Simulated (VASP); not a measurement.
A run of VASP 6.6.1 is set up as follows.

Contents of POSCAR:

```
Ga
1.0
   -1.7406372864      1.7406372864      1.7406372864
    1.7406372864     -1.7406372864      1.7406372864
    1.7406372864      1.7406372864     -1.7406372864
Ga
1
Direct
    0.0000000000      0.0000000000      0.0000000000
```

INCAR.step1

```
SYSTEM = Ga
PREC = Accurate
ENCUT = 520
ISMEAR = 0
SIGMA = 0.1
LREAL = .FALSE.
LASPH = .TRUE.
NELM = 80
NBANDS = 12
GGA = PE
ALGO = Normal
EDIFF = 1E-4
LWAVE = .TRUE.
LCHARG = .FALSE.
```

File INCAR.step2:

```
SYSTEM = Ga
PREC = Accurate
ENCUT = 520
EDIFF = 1E-6
ISMEAR = 0
SIGMA = 0.1
LREAL = .FALSE.
LASPH = .TRUE.
NELM = 80
ALGO = Normal
ISIF = 2
LWAVE = .FALSE.
LCHARG = .FALSE.
METAGGA = R2SCAN
LMIXTAU = .TRUE.
NBANDS = 12
ISTART = 1
```

File KPOINTS:

```
Automatic mesh
0
G
  8 8 8
  0 0 0
```

Potentials or basis: VASP PAW PBE potentials, release 64 (Ga_d).

Command:

```bash
$ cat potpaw_PBE.64/Ga_d/POTCAR > POTCAR
$ cp INCAR.step1 INCAR
$ mpirun -np 1 vasp_std > vasp.out
$ cp INCAR.step2 INCAR
$ mpirun -np 1 vasp_std > vasp.out
```

Question: Estimate the pressure.

Answer: -5.4 GPa.

Caveat: the PAW data sets were made with another functional, which shifts forces and pressure a little.
